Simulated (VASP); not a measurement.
# SnTe (I4/mmm) in VASP: further runs, part 2 of 2

VASP 6.6.1.

### 5 Single point, PBE (strain +0.0100 x Voigt [1, 1, 0, 0, 0, 0])

INCAR

```
SYSTEM = SnTe
PREC = Accurate
ENCUT = 520
EDIFF = 1E-6
ISMEAR = 0
SIGMA = 0.03
LREAL = .False.
LASPH = .True.
NELM = 100
ALGO = Normal
ISIF = 2
LWAVE = .False.
LCHARG = .False.
GGA = PE
NBANDS = 17
```

KPOINTS

```
Automatic mesh
0
Gamma
  10 10 10
  0 0 0
```

POSCAR

```
SnTe
1.0
    0.0000000000      3.1880650000      3.1565000000
    3.1880650000      0.0000000000      3.1565000000
    3.1880650000      3.1880650000      0.0000000000
Sn Te
1 1
Direct
    0.0000000000      0.0000000000      0.0000000000
    0.5000000000      0.5000000000      0.5000000000
```

Command:

```sh
> cat potpaw_PBE.64/Sn_d/POTCAR potpaw_PBE.64/Te/POTCAR > POTCAR
> mpirun -np 1 vasp_std > vasp.out
```

It took 70 s on 1 thread of AMD EPYC 9R45 (Zen 5), shared host; peak memory 0.25 GiB.

It converged, with:

```yaml
Free_energy: -7.5576 eV
Pressure: 1.0 GPa
Band_gap_on_the_k_mesh: 0.03 eV
```

Stress tensor (GPa, compression positive):
```
0.61 0.00 0.00
0.00 0.61 0.00
0.00 0.00 1.86
```

Levels at points of the mesh, in eV from the valence-band top:
| k point | band 7 | band 8 | band 9 | band 10 | band 11 | band 12 | band 13 | band 14 |
| --- | --- | --- | --- | --- | --- | --- | --- | --- |
| (0.00, 0.00, 0.00) | -4.80 | -2.17 | -2.07 | -2.07 | 3.19 | 3.19 | 3.43 | 4.75 |
| (0.50, 0.00, 0.00) | -8.23 | -1.78 | -1.76 | 0.00 | 0.03 | 0.36 | 0.40 | 7.70 |
| (0.50, 0.50, 0.00) | -6.52 | -5.44 | -3.66 | -3.66 | 2.23 | 4.75 | 4.75 | 6.28 |
| (0.50, 0.00, 0.50) | -6.45 | -5.42 | -3.70 | -3.58 | 2.26 | 4.66 | 4.92 | 6.12 |

Caveat: the cell differs from its parent crystal (strain +0.0100 x Voigt [1, 1, 0, 0, 0, 0]); spin-orbit coupling is left out, which moves the levels of the heavy elements.

### 6 Single point, PBE (strain +0.0200 x Voigt [1, 1, 0, 0, 0, 0])

INCAR

```
SYSTEM = SnTe
ALGO     = Normal         ! electronic algorithm
EDIFF    = 1E-6           ! SCF threshold, eV
ENCUT    = 520            ! plane-wave cutoff, eV
GGA      = PE             ! functional
ISIF     = 2              ! what is computed and relaxed
ISMEAR   = 0              ! smearing method
LASPH    = .TRUE.         ! aspherical terms in the spheres
LCHARG   = .FALSE.        ! write CHGCAR
LREAL    = .FALSE.        ! projectors in reciprocal space
LWAVE    = .FALSE.        ! write WAVECAR
NBANDS   = 17             ! bands
NELM     = 60             ! most SCF steps
PREC     = Accurate       ! precision mode
SIGMA    = 0.03           ! smearing width, eV
```

KPOINTS

```
k-points
0
G
  10 10 10
  0 0 0
```

POSCAR

```
SnTe
1.0
    0.0000000000      3.2196300000      3.1565000000
    3.2196300000      0.0000000000      3.1565000000
    3.2196300000      3.2196300000      0.0000000000
Sn Te
1 1
Direct
    0.0000000000      0.0000000000      0.0000000000
    0.5000000000      0.5000000000      0.5000000000
```

Potentials or basis: VASP PAW PBE potentials, release 64 (Sn_d, Te).

Command:

```sh
> cat potpaw_PBE.64/Sn_d/POTCAR potpaw_PBE.64/Te/POTCAR > POTCAR
> mpirun -np 1 vasp_std > vasp.out
```

OUTCAR:

```text
SYSTEM = SnTe
   EDIFF = 1E-6
   ENCUT = 520
   GGA = PE
   ISIF = 2
   ISMEAR = 0
   LASPH = .TRUE.
   LREAL = .FALSE.
   NELM = 60
   PREC = Accurate

 ion  position               nearest neighbor table
   1  0.000  0.000  0.000-   2 3.16   2 3.16   2 3.22   2 3.22   2 3.22   2 3.22
   2  0.500  0.500  0.500-   1 3.16   1 3.16   1 3.22   1 3.22   1 3.22   1 3.22

  LATTYP: Found a body centered tetragonal cell.
 ALAT       =     4.5532444118
 C/A-ratio  =     1.3864838847

  Lattice vectors:

 A1 = (   0.0000000000,  -3.2196300000,  -3.1565000000)
 A2 = (   0.0000000000,   3.2196300000,  -3.1565000000)
 A3 = (   3.2196300000,   0.0000000000,   3.1565000000)

Analysis of symmetry for initial positions (statically):
=====================================================================
 Subroutine PRICEL returns:
 Original cell was already a primitive cell.

 Routine SETGRP: Setting up the symmetry group for a
 body centered tetragonal supercell.

 Subroutine GETGRP returns: Found 16 space group operations
 (whereof 16 operations were pure point group operations)
 out of a pool of 16 trial point group operations.

The static configuration has the point symmetry D_4h.

Analysis of symmetry for dynamics (positions and initial velocities):
=====================================================================
 Subroutine PRICEL returns:
 Original cell was already a primitive cell.

 Routine SETGRP: Setting up the symmetry group for a
 body centered tetragonal supercell.

 Subroutine GETGRP returns: Found 16 space group operations
 (whereof 16 operations were pure point group operations)
 out of a pool of 16 trial point group operations.

The dynamic configuration has the point symmetry D_4h.

 Subroutine INISYM returns: Found 16 space group operations
 (whereof 16 operations are pure point group operations),
 and found     1 'primitive' translations

----------------------------------------------------------------------------------------

                                     Primitive cell

  volume of cell :      65.4407

  direct lattice vectors                    reciprocal lattice vectors
     0.000000000  3.219630000  3.156500000    -0.155297348  0.155297348  0.158403295
     3.219630000  0.000000000  3.156500000     0.155297348 -0.155297348  0.158403295
     3.219630000  3.219630000  0.000000000     0.155297348  0.155297348 -0.158403295

  length of vectors
     4.508825744  4.508825744  4.553244412     0.270787991  0.270787991  0.270787991

  position of ions in fractional coordinates (direct lattice)
     0.000000000  0.000000000  0.000000000
     0.500000000  0.500000000  0.500000000

  ion indices of the primitive-cell ions
   primitive index   ion index
                 1           1
                 2           2

----------------------------------------------------------------------------------------

 KPOINTS: k-points

Automatic generation of k-mesh.
 Grid dimensions read from file:
 generate k-points for:   10   10   10

 Generating k-lattice:

  Cartesian coordinates                     Fractional coordinates (reciprocal lattice)
    -0.015529735  0.015529735  0.015840329     0.100000000  0.000000000  0.000000000
     0.015529735 -0.015529735  0.015840329     0.000000000  0.100000000  0.000000000
     0.015529735  0.015529735 -0.015840329     0.000000000  0.000000000  0.100000000

  Length of vectors
     0.027078799  0.027078799  0.027078799

  Shift w.r.t. Gamma in fractional coordinates (k-lattice)
     0.000000000  0.000000000  0.000000000

 Subroutine IBZKPT returns following result:
 ===========================================

 Found    102 irreducible k-points:

 Following reciprocal coordinates:
            Coordinates               Weight
  0.000000  0.000000  0.000000      1.000000
  0.100000 -0.000000  0.000000      8.000000
  0.200000 -0.000000  0.000000      8.000000
  0.300000  0.000000  0.000000      8.000000
  0.400000 -0.000000  0.000000      8.000000
  0.500000  0.000000  0.000000      4.000000
[... 16 lines left out ...]
  0.300000  0.300000  0.000000      2.000000
  0.400000  0.300000  0.000000      8.000000
 [... further k-points ...]
   k-points           NKPTS =    102   k-points in BZ     NKDIM =    102   number of bands    NBANDS=     17
   number of dos      NEDOS =    301   number of ions     NIONS =      2
   total plane-waves  NPLWV =  46656
   dimension x,y,z NGX =    36 NGY =   36 NGZ =   36
   dimension x,y,z NGXF=    72 NGYF=   72 NGZF=   72
   ions per type =               1   1
   NGX,Y,Z   is equivalent  to a cutoff of  13.27, 13.27, 13.14 a.u.
   NGXF,Y,Z  is equivalent  to a cutoff of  26.55, 26.55, 26.29 a.u.
 SYSTEM =  SnTe
   PREC   = accura    normal or accurate (medium, high low for compatibility)
   ISTART =      0    job   : 0-new  1-cont  2-samecut
   ICHARG =      2    charge: 1-file 2-atom 10-const
   ISPIN  =      1    spin polarized calculation?
   LNONCOLLINEAR =      F non collinear calculations
   LSORBIT =      F    spin-orbit coupling
   LASPH  =      T    aspherical Exc in radial PAW
   ENCUT  =  520.0 eV  38.22 Ry    6.18 a.u.   8.38  8.38  8.47*2*pi/ulx,y,z
   NELM   =     60;   NELMIN=  2; NELMDL= -5     # of ELM steps
   EDIFF  = 0.1E-05   stopping-criterion for ELM
   LREAL  =      F    real-space projection
   EDIFFG = 0.1E-04   stopping-criterion for IOM
   NSW    =      0    number of steps for IOM
   IBRION =     -1    ionic relax: 0-MD 1-quasi-New 2-CG
   NFREE  =      0    steps in history (QN), initial steepest desc. (CG)
   ISIF   =      2    stress and relaxation
   ISYM   =      2    0-nonsym 1-usesym 2-fastsym
   POTIM  = 0.5000    time-step for ionic-motion
   TEBEG  =    0.0;   TEEND  =   0.0 temperature during run
   PSTRESS=    0.0 pullay stress
   NELECT =      20.0000    total number of electrons
   NUPDOWN=      -1.0000    fix difference up-down
   EMIN   =  10.00;   EMAX   =-10.00  energy-range for DOS
   EFERMI =   0.00;   METHOD = LEGACY
   ISMEAR =     0;   SIGMA  =   0.03  broadening in eV -4-tet -1-fermi 0-gaus
   EFERMI_NEDOS =   21; number of points for ismear=-14 and -15
   IALGO  =     38    algorithm
   IMIX   =      4    mixing-type and parameters
     AMIX     =   0.40;   BMIX     =  1.00
     AMIX_MAG =   1.60;   BMIX_MAG =  1.00
  volume/ion in A,a.u.               =      32.72       220.81
  Fermi-wavevector in a.u.,A,eV,Ry     =   1.102729  2.083856 16.544847  1.216012
  Thomas-Fermi vector in A             =   2.239177
   LORBIT       =      0    0 simple, 1 ext, 2 COOP (PROOUT), +10 PAW based schemes
   GGA     = PE    functional components
   LHFCALC =     F    Hartree Fock is set to
   AEXX    =    0.0000 exact exchange contribution
   IVDW    =     0    specifies the selected vdW correction
   LEPSILON=     F    determine dielectric tensor
   LRPA    =     F    only Hartree local field effects (RPA)
 non-spin polarized calculation
 Gauss-broadening in eV      SIGMA  =   0.03
  energy-cutoff  :      520.00
  volume of cell :       65.44
 maximum number of plane-waves:      1783
 NGX is ok and might be reduce to    36
   NGX = 17   NGY = 17   NGZ = 17

 number of electron      20.0000005 magnetization

 Free energy of the ion-electron system (eV)
  ---------------------------------------------------
  ext. energy  EPLUGINS =         0.00000000
  ---------------------------------------------------
  free energy    TOTEN  =        -7.55835926 eV

  energy without entropy =       -7.55823153  energy(sigma->0) =       -7.55829540

 E-fermi :   6.4281     XC(G=0):  -9.2925

 val. band max:        6.4208897835   @ k =   0.5000   0.0000   0.0000
 cond. band min:       6.4353793423   @ k =   0.5000   0.0000   0.0000
 fundamental gap:      0.0144895588
 Fermi energy:         6.4281345628

 k-point     1 :       0.0000    0.0000    0.0000
  band No.  band energies     occupation
      1     -15.4865      2.00000
      2     -15.4835      2.00000
      3     -15.4781      2.00000
      4     -15.4766      2.00000
      5     -15.4766      2.00000
      6      -6.0743      2.00000
[... 9 lines left out ...]
     16      11.3309      0.00000
     17      13.1033      0.00000
[... 441 lines left out ...]
 k-point    24 :       0.4000    0.3000    0.0000
  band No.  band energies     occupation
      1     -15.4886      2.00000
      2     -15.4855      2.00000
      3     -15.4837      2.00000
      4     -15.4696      2.00000
      5     -15.4693      2.00000
      6      -4.9414      2.00000
[... 9 lines left out ...]
     16      15.3841      0.00000
     17      16.0462      0.00000

 [... further k-points ...]

------------------------ aborting loop because EDIFF is reached ----------------------------------------

  FORCE on cell =-STRESS in cart. coord.  units (eV):
  Direction    XX          YY          ZZ          XY          YZ          ZX
  --------------------------------------------------------------------------------------
  -------------------------------------------------------------------------------------
  Total       -0.2266056     -0.2266056      0.7339890      0.0000000      0.0000000     -0.0000000
  in kB       -5.5479634     -5.5479634     17.9701794      0.0000000      0.0000000     -0.0000000
  external PRESSURE =       2.2914175 kB  Pullay stress =       0.0000000 kB

 VOLUME and BASIS-vectors are now :
 -----------------------------------------------------------------------------
  energy-cutoff  :      520.00
  volume of cell :       65.44
      direct lattice vectors                 reciprocal lattice vectors
     0.000000000  3.219630000  3.156500000    -0.155297348  0.155297348  0.158403295
     3.219630000  0.000000000  3.156500000     0.155297348 -0.155297348  0.158403295
     3.219630000  3.219630000  0.000000000     0.155297348  0.155297348 -0.158403295

 POSITION                                       TOTAL-FORCE (eV/Angst)
 -----------------------------------------------------------------------------------
      0.00000      0.00000      0.00000        -0.000000     -0.000000     -0.000000
      3.21963      3.21963      3.15650         0.000000      0.000000      0.000000
 -----------------------------------------------------------------------------------
    total drift:                               -0.000000      0.000000      0.000000

  FREE ENERGIE OF THE ION-ELECTRON SYSTEM (eV)
  ---------------------------------------------------
  free  energy   TOTEN  =        -7.5583592626 eV

  energy  without entropy=       -7.5582315279  energy(sigma->0) =       -7.55829540
```

Run time: 74 s. Hardware: 1 thread of AMD EPYC 9R45 (Zen 5), shared host; peak memory 0.25 GiB.

Results:

- Free energy: -7.5584 eV
- Pressure: 0.2 GPa
- Band gap on the k mesh: 0.01 eV

Levels at points of the mesh, in eV from the valence-band top:
| k point | band 6 | band 7 | band 8 | band 9 | band 10 | band 11 | band 12 | band 13 | band 14 | band 15 |
| --- | --- | --- | --- | --- | --- | --- | --- | --- | --- | --- |
| (0.00, 0.00, 0.00) | -12.50 | -4.86 | -2.18 | -1.97 | -1.97 | 3.08 | 3.08 | 3.55 | 4.77 | 4.77 |
| (0.50, 0.00, 0.00) | -11.33 | -8.12 | -1.74 | -1.69 | 0.00 | 0.01 | 0.38 | 0.47 | 7.66 | 8.56 |
| (0.50, 0.50, 0.00) | -11.00 | -6.52 | -5.31 | -3.57 | -3.57 | 2.30 | 4.64 | 4.64 | 6.25 | 8.86 |
| (0.50, 0.00, 0.50) | -11.10 | -6.41 | -5.26 | -3.64 | -3.42 | 2.35 | 4.47 | 4.98 | 5.94 | 8.84 |

Caveat: the cell differs from its parent crystal (strain +0.0200 x Voigt [1, 1, 0, 0, 0, 0]); spin-orbit coupling is left out, which moves the levels of the heavy elements.

### 7 The runs side by side

| cell | gap on the mesh (eV) | pressure (GPa) |
| --- | --- | --- |
| a = 4.398, b = 4.398, c = 4.330 Å, angles 60.5, 60.5, 59.0°, 2 atoms | 0.29 | 5.6 |
| a = 4.420, b = 4.420, c = 4.375 Å, angles 60.3, 60.3, 59.3°, 2 atoms | 0.24 | 4.2 |
| a = 4.442, b = 4.442, c = 4.419 Å, angles 60.2, 60.2, 59.7°, 2 atoms | 0.15 | 3.0 |
| a = 4.486, b = 4.486, c = 4.509 Å, angles 59.8, 59.8, 60.3°, 2 atoms | 0.03 | 1.0 |
| a = 4.509, b = 4.509, c = 4.553 Å, angles 59.7, 59.7, 60.7°, 2 atoms | 0.01 | 0.2 |

Alike in all rows: task single point; level PBE; potentials or basis VASP PAW PBE potentials, release 64 (Sn_d, Te); no spin polarisation; k mesh 10 × 10 × 10; cutoff (eV) 520; smearing gaussian 0.03 eV.

Caveats: spin-orbit coupling is left out, which moves the levels of the heavy elements; the cell stands under pressure (at least some runs).

Absolute energies hang on the potentials; compare differences alone.
